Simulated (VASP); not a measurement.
Runs of VASP 6.6.1 on Pt. The structure is that of space group Fmmm (No. 69), or close to it. The cells are those of the table. 

```tsv
cell	further INCAR settings	gap on the mesh (eV)	pressure (GPa)
a = 2.705, b = 2.784, c = 2.830 Å, angles 57.6, 60.3, 62.1°, 1 atom	ALGO = Fast; EDIFF = 1e-07; NBANDS = 11	none	-3.7
a = 2.826, b = 2.790, c = 2.716 Å, angles 61.8, 60.4, 57.8°, 1 atom	ALGO = Fast; EDIFF = 1e-06; NBANDS = 11	none	(b)
a = 2.851, b = 2.815, c = 2.716 Å, angles 62.0, 60.7, 57.3°, 1 atom	ALGO = Fast; EDIFF = 1e-06; NBANDS = 11	none	-9.3
a = 2.682, b = 2.568, c = 2.642 Å, angles 61.9, 57.7, 60.4°, 1 atom	ALGO = Fast; EDIFF = 1e-06; NBANDS = 11	none	64.7
a = 2.659, b = 2.819, c = 2.909 Å, angles 55.3, 60.7, 64.1°, 1 atom	ALGO = Fast; EDIFF = 1e-06; NBANDS = 11	none	-5.4
a = 2.705, b = 2.823, c = 2.869 Å, angles 56.7, 60.8, 62.5°, 1 atom	ALGO = Fast; EDIFF = 1e-07; NBANDS = 11	none	(a)
a = 2.682, b = 2.801, c = 2.869 Å, angles 56.4, 60.5, 63.1°, 1 atom	ALGO = Fast; EDIFF = 1e-06; NBANDS = 11	none	-4.9
a = 2.682, b = 2.841, c = 2.909 Å, angles 55.6, 60.9, 63.5°, 1 atom	ALGO = Fast; EDIFF = 1e-06; NBANDS = 11	none	-10.5
```

Alike in all rows: task single point; level LDA; potentials or basis VASP PAW LDA potentials, release 64 (Pt); no spin polarisation; k mesh 20 × 20 × 20; cutoff (eV) 520; smearing gaussian 0.15 eV.

Fill in the values left out.

(a) -9.9; (b) -5.3.

Caveats: spin-orbit coupling is left out, which moves the levels of the heavy elements; the stress differs along the axes, from -9 to -0 GPa (at least some runs); the stress differs along the axes, from -10 to -2 GPa (at least some runs); the stress differs along the axes, from -15 to -6 GPa (at least some runs); the stress differs along the axes, from 54 to 71 GPa (at least some runs); the stress differs along the axes, from -17 to 1 GPa (at least some runs); the stress differs along the axes, from -17 to -6 GPa (at least some runs).

A k mesh can miss the band edges, and the runs leave out spin-orbit coupling on Pt.

A gap of «none» marks levels without a gap at the run's occupations.
